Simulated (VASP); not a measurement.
# BaTiO3 (R3m) in VASP: notebook

Runs on BaTiO3. Level: r2SCAN. Tasks: single point.

All numbers are computed with VASP 6.6.1; they aren't measurements. Logs are shortened: lines on timing, memory, paths and dates and some standing lists are left out, and cuts for length are marked.

**1. The cell of the first run**

The structure is trigonal, space group R3m (No. 160). Conventional cell: a = 5.604 Å, b = 5.604 Å, c = 6.893 Å, α = 90.00°, β = 90.00°, γ = 120.00°. Within 3.6 Å of Ba (site symmetry 3m) lie 12 O at 2.76 to 2.86 Å and 8 Ti at 3.34 to 3.55 Å. Ti (site symmetry 3m) has 6 O at 1.86 to 2.12 Å within 2.5 Å. Within 2.5 Å of O (site symmetry m) lie 2 Ti at 1.86 to 2.12 Å.

**2. Single point, r2SCAN**

Input file POSCAR:

```
BaTiO3
1.0
    2.8020110555      1.6177390319      2.2975961444
   -2.8020110555      1.6177390319      2.2975961444
    0.0000000000     -3.2354780639      2.2975961444
Ba Ti O
1 1 3
Direct
    0.0000000000      0.0000000000      0.0000000000
    0.4845000000      0.4845000000      0.4845000000
    0.5086000000      0.5086000000      0.0175000000
    0.0175000000      0.5086000000      0.5086000000
    0.5086000000      0.0175000000      0.5086000000
```

Input file INCAR.step1:

```
PREC = Accurate ; ENCUT = 660
ISMEAR = 0 ; SIGMA = 0.01
LREAL = False ; LASPH = True
NELM = 120 ; NBANDS = 28
GGA = PE ; ALGO = Normal
EDIFF = 1E-5 ; LWAVE = True
LCHARG = False ; GGA_COMPAT = False
```

Input file INCAR.step2:

```
PREC = Accurate ; ENCUT = 660
EDIFF = 1E-6 ; ISMEAR = 0
SIGMA = 0.01 ; LREAL = False
LASPH = True ; NELM = 120
ALGO = Normal ; ISIF = 2
LWAVE = False ; LCHARG = True
METAGGA = R2SCAN ; LMIXTAU = True
LELF = True ; LVHAR = True
NBANDS = 28 ; ISTART = 1
GGA_COMPAT = False
```

Input file KPOINTS:

```
regular mesh
0
Gamma
  6 6 6
```

Potentials or basis: VASP PAW PBE potentials, release 64 (Ba_sv, Ti_sv, O).

Run with:

```sh
$ cat potpaw_PBE.64/Ba_sv/POTCAR potpaw_PBE.64/Ti_sv/POTCAR potpaw_PBE.64/O/POTCAR > POTCAR
$ cp INCAR.step1 INCAR
$ mpirun -np 1 vasp_std > vasp.out
$ cp INCAR.step2 INCAR
$ mpirun -np 1 vasp_std > vasp.out
```

OUTCAR:

```text
PREC = Accurate
   ENCUT = 660
   EDIFF = 1E-6
   ISMEAR = 0
   LREAL = False
   LASPH = True
   NELM = 120
   ISIF = 2
   METAGGA = R2SCAN
   ISTART = 1

 ion  position               nearest neighbor table
   1  0.000  0.000  0.000-   3 2.76   4 2.76   5 2.76   4 2.80   5 2.80   5 2.80   4 2.80   3 2.80
                             3 2.80   3 2.86   4 2.86   5 2.86   2 3.34   2 3.40   2 3.40   2 3.40
   2  0.484  0.484  0.484-   3 1.86   4 1.86   5 1.86   3 2.12   4 2.12   5 2.12   1 3.34   1 3.40
                             1 3.40   1 3.40   1 3.47   1 3.47   1 3.47   1 3.55
   3  0.509  0.509  0.017-   2 1.86   2 2.12   1 2.76   1 2.80   1 2.80   1 2.86
   4  0.017  0.509  0.509-   2 1.86   2 2.12   1 2.76   1 2.80   1 2.80   1 2.86
   5  0.509  0.017  0.509-   2 1.86   2 2.12   1 2.76   1 2.80   1 2.80   1 2.86

  LATTYP: Found a trigonal (rhomboedric) cell.
 ALAT       =     3.9682859742
 COS(alpha) =     0.0028424988

  Lattice vectors:

 A1 = (   2.8020110555,   1.6177390319,   2.2975961444)
 A2 = (  -2.8020110555,   1.6177390319,   2.2975961444)
 A3 = (   0.0000000000,  -3.2354780639,   2.2975961444)

Analysis of symmetry for initial positions (statically):
=====================================================================
 Subroutine PRICEL returns:
 Original cell was already a primitive cell.

 Routine SETGRP: Setting up the symmetry group for a
 trigonal (rhombohedral) supercell.

 Subroutine GETGRP returns: Found  6 space group operations
 (whereof  6 operations were pure point group operations)
 out of a pool of 12 trial point group operations.

The static configuration has the point symmetry C_3v.

Analysis of symmetry for dynamics (positions and initial velocities):
=====================================================================
 Subroutine PRICEL returns:
 Original cell was already a primitive cell.

 Routine SETGRP: Setting up the symmetry group for a
 trigonal (rhombohedral) supercell.

 Subroutine GETGRP returns: Found  6 space group operations
 (whereof  6 operations were pure point group operations)
 out of a pool of 12 trial point group operations.

The dynamic configuration has the point symmetry C_3v.

 Subroutine INISYM returns: Found  6 space group operations
 (whereof  6 operations are pure point group operations),
 and found     1 'primitive' translations

----------------------------------------------------------------------------------------

                                     Primitive cell

  volume of cell :      62.4890

  direct lattice vectors                    reciprocal lattice vectors
     2.802011055  1.617739032  2.297596144     0.178443265  0.103024445  0.145079166
    -2.802011055  1.617739032  2.297596144    -0.178443265  0.103024445  0.145079166
     0.000000000 -3.235478064  2.297596144     0.000000000 -0.206048891  0.145079166

  length of vectors
     3.968285974  3.968285974  3.968282543     0.251999999  0.251999999  0.252000218

  position of ions in fractional coordinates (direct lattice)
     0.000000000  0.000000000  0.000000000
     0.484500000  0.484500000  0.484500000
     0.508600000  0.508600000  0.017500000
     0.017500000  0.508600000  0.508600000
     0.508600000  0.017500000  0.508600000

  ion indices of the primitive-cell ions
   primitive index   ion index
                 1           1
                 2           2
                 3           3
                 4           4
                 5           5

----------------------------------------------------------------------------------------

 KPOINTS: regular mesh

Automatic generation of k-mesh.
 Grid dimensions read from file:
 generate k-points for:    6    6    6

 Generating k-lattice:

  Cartesian coordinates                     Fractional coordinates (reciprocal lattice)
     0.029740544  0.017170741  0.024179861     0.166666667 -0.000000000  0.000000000
    -0.029740544  0.017170741  0.024179861    -0.000000000  0.166666667  0.000000000
     0.000000000 -0.034341482  0.024179861     0.000000000  0.000000000  0.166666667

  Length of vectors
     0.042000000  0.042000000  0.042000036

  Shift w.r.t. Gamma in fractional coordinates (k-lattice)
     0.000000000  0.000000000  0.000000000

 Subroutine IBZKPT returns following result:
 ===========================================

 Found     32 irreducible k-points:

 Following reciprocal coordinates:
            Coordinates               Weight
  0.000000  0.000000  0.000000      1.000000
  0.166667  0.000000 -0.000000      6.000000
  0.333333 -0.000000  0.000000      6.000000
  0.500000 -0.000000 -0.000000      3.000000
  0.166667  0.166667 -0.000000      6.000000
  0.333333  0.166667 -0.000000     12.000000
[... 16 lines left out ...]
  0.500000  0.500000  0.166667      6.000000
 -0.333333  0.500000  0.166667     12.000000
 [... further k-points ...]
   k-points           NKPTS =     32   k-points in BZ     NKDIM =     32   number of bands    NBANDS=     28
   number of dos      NEDOS =    301   number of ions     NIONS =      5
   total plane-waves  NPLWV =  46656
   dimension x,y,z NGX =    36 NGY =   36 NGZ =   36
   dimension x,y,z NGXF=    72 NGYF=   72 NGZF=   72
   ions per type =               1   1   3
   NGX,Y,Z   is equivalent  to a cutoff of  15.08, 15.08, 15.08 a.u.
   NGXF,Y,Z  is equivalent  to a cutoff of  30.16, 30.16, 30.16 a.u.
 SYSTEM =  unknown system
   PREC   = accura    normal or accurate (medium, high low for compatibility)
   ISTART =      1    job   : 0-new  1-cont  2-samecut
   ICHARG =      0    charge: 1-file 2-atom 10-const
   ISPIN  =      1    spin polarized calculation?
   LNONCOLLINEAR =      F non collinear calculations
   LSORBIT =      F    spin-orbit coupling
   LASPH  =      T    aspherical Exc in radial PAW
   ENCUT  =  660.0 eV  48.51 Ry    6.96 a.u.   8.31  8.31  8.31*2*pi/ulx,y,z
   NELM   =    120;   NELMIN=  2; NELMDL=  0     # of ELM steps
   EDIFF  = 0.1E-05   stopping-criterion for ELM
   LREAL  =      F    real-space projection
   EDIFFG = 0.1E-04   stopping-criterion for IOM
   NSW    =      0    number of steps for IOM
   IBRION =     -1    ionic relax: 0-MD 1-quasi-New 2-CG
   NFREE  =      0    steps in history (QN), initial steepest desc. (CG)
   ISIF   =      2    stress and relaxation
   ISYM   =      2    0-nonsym 1-usesym 2-fastsym
   POTIM  = 0.5000    time-step for ionic-motion
   TEBEG  =    0.0;   TEEND  =   0.0 temperature during run
   PSTRESS=    0.0 pullay stress
   NELECT =      40.0000    total number of electrons
   NUPDOWN=      -1.0000    fix difference up-down
   EMIN   =  10.00;   EMAX   =-10.00  energy-range for DOS
   EFERMI =   0.00;   METHOD = LEGACY
   ISMEAR =     0;   SIGMA  =   0.01  broadening in eV -4-tet -1-fermi 0-gaus
   EFERMI_NEDOS =   21; number of points for ismear=-14 and -15
   IALGO  =     38    algorithm
   IMIX   =      4    mixing-type and parameters
     AMIX     =   0.40;   BMIX     =  1.00
     AMIX_MAG =   1.60;   BMIX_MAG =  1.00
  volume/ion in A,a.u.               =      12.50        84.34
  Fermi-wavevector in a.u.,A,eV,Ry     =   1.410892  2.666199 27.083975  1.990616
  Thomas-Fermi vector in A             =   2.532799
   LORBIT       =      0    0 simple, 1 ext, 2 COOP (PROOUT), +10 PAW based schemes
   METAGGA = R2SCAN    functional components
   LHFCALC =     F    Hartree Fock is set to
   AEXX    =    0.0000 exact exchange contribution
   IVDW    =     0    specifies the selected vdW correction
   LEPSILON=     F    determine dielectric tensor
   LRPA    =     F    only Hartree local field effects (RPA)
 non-spin polarized calculation
 Gauss-broadening in eV      SIGMA  =   0.01
  energy-cutoff  :      660.00
  volume of cell :       62.49
 maximum number of plane-waves:      2440
 NGX is ok and might be reduce to    36
   NGX = 17   NGY = 17   NGZ = 17

 number of electron      39.9999993 magnetization

 Free energy of the ion-electron system (eV)
  ---------------------------------------------------
  ext. energy  EPLUGINS =         0.00000000
  ---------------------------------------------------
  free energy    TOTEN  =       -74.19680322 eV

  energy without entropy =      -74.19680322  energy(sigma->0) =      -74.19680322

 E-fermi :   3.7670     XC(G=0): -12.0461

 val. band max:        3.6659361915   @ k =   0.5000   0.5000   0.5000
 cond. band min:       6.5215861376   @ k =   0.0000   0.0000   0.0000
 fundamental gap:      2.8556499461
 Fermi energy:         3.7669671574

 k-point     1 :       0.0000    0.0000    0.0000
  band No.  band energies     occupation
      1     -54.7101      2.00000
      2     -29.9358      2.00000
      3     -29.9358      2.00000
      4     -29.9276      2.00000
      5     -21.7347      2.00000
      6     -14.1780      2.00000
[... 20 lines left out ...]
     27       9.3235      0.00000
     28      12.2792      0.00000

 k-point     2 :       0.1667    0.0000   -0.0000
  band No.  band energies     occupation
      1     -54.7098      2.00000
      2     -29.9509      2.00000
      3     -29.9352      2.00000
      4     -29.9289      2.00000
      5     -21.6985      2.00000
      6     -14.2087      2.00000
[... 20 lines left out ...]
     27       9.8889      0.00000
     28      12.9368      0.00000

 k-point     3 :       0.3333   -0.0000    0.0000
  band No.  band energies     occupation
      1     -54.7091      2.00000
      2     -29.9842      2.00000
      3     -29.9340      2.00000
      4     -29.9281      2.00000
      5     -21.6241      2.00000
      6     -14.3613      2.00000
[... 20 lines left out ...]
     27      11.2302      0.00000
     28      12.8079      0.00000

 k-point     4 :       0.5000   -0.0000   -0.0000
  band No.  band energies     occupation
      1     -54.7088      2.00000
      2     -30.0009      2.00000
      3     -29.9334      2.00000
      4     -29.9276      2.00000
      5     -21.5860      2.00000
      6     -14.4578      2.00000
[... 578 lines left out ...]
     27      11.9285      0.00000
     28      13.0974      0.00000

 k-point    23 :       0.5000    0.5000    0.1667
  band No.  band energies     occupation
      1     -54.7071      2.00000
      2     -29.9985      2.00000
      3     -29.9931      2.00000
      4     -29.9443      2.00000
      5     -21.4769      2.00000
      6     -13.7465      2.00000
[... 20 lines left out ...]
     27      12.9927      0.00000
     28      13.4508      0.00000

 k-point    24 :      -0.3333    0.5000    0.1667
  band No.  band energies     occupation
      1     -54.7074      2.00000
      2     -29.9972      2.00000
      3     -29.9793      2.00000
      4     -29.9448      2.00000
      5     -21.4989      2.00000
      6     -13.9098      2.00000
[... 20 lines left out ...]
     27      12.6349      0.00000
     28      13.1858      0.00000

 [... further k-points ...]
[... 5 lines left out ...]
  --------------------------------------------------------------------------------------
  -------------------------------------------------------------------------------------
  Total        3.6371199      3.6371073      3.4307263      0.0000000     -0.0000000     -0.0000000
  in kB       93.2534587     93.2531353     87.9616558      0.0000000     -0.0000000     -0.0000000
  external PRESSURE =      91.4894166 kB  Pullay stress =       0.0000000 kB

 VOLUME and BASIS-vectors are now :
 -----------------------------------------------------------------------------
  energy-cutoff  :      660.00
  volume of cell :       62.49
      direct lattice vectors                 reciprocal lattice vectors
     2.802011055  1.617739032  2.297596144     0.178443265  0.103024445  0.145079166
    -2.802011055  1.617739032  2.297596144    -0.178443265  0.103024445  0.145079166
     0.000000000 -3.235478064  2.297596144     0.000000000 -0.206048891  0.145079166

 POSITION                                       TOTAL-FORCE (eV/Angst)
 -----------------------------------------------------------------------------------
      0.00000      0.00000      0.00000        -0.000000      0.000000     -0.109667
      0.00000     -0.00000      3.33956        -0.000000     -0.000000      0.557071
      0.00000      1.58894      2.37732        -0.000000      0.307682     -0.149135
     -1.37607     -0.79447      2.37732        -0.266461     -0.153841     -0.149135
      1.37607     -0.79447      2.37732         0.266461     -0.153841     -0.149135
 -----------------------------------------------------------------------------------
    total drift:                                0.000000      0.000074     -0.006818

  FREE ENERGIE OF THE ION-ELECTRON SYSTEM (eV)
  ---------------------------------------------------
  free  energy   TOTEN  =       -74.1968032168 eV

  energy  without entropy=      -74.1968032168  energy(sigma->0) =      -74.19680322
```

It took 1.9 min on 1 thread of Intel Xeon 6975P-C (Granite Rapids), shared host; peak memory 0.26 GiB.

Results:

```yaml
Free_energy: -74.1968 eV
Pressure: 9.1 GPa
Largest_force: 0.557 eV/Å
Band_gap_on_the_k_mesh: 2.86 eV, indirect (least direct gap 3.24 eV)
```

Forces on the atoms (eV/Å):
```
Ba   0.000  0.000 -0.110
Ti   0.000  0.000  0.557
O    0.000  0.308 -0.149
O   -0.266 -0.154 -0.149
O    0.266 -0.154 -0.149
```

Stress tensor (GPa, compression positive):
```
9.33 0.00 0.00
0.00 9.33 0.00
0.00 0.00 8.80
```

Caveat: the PAW data sets were made with another functional, which shifts forces and pressure a little; spin-orbit coupling is left out, which moves the levels of the heavy elements.

(Continued in part 2 of 2.)
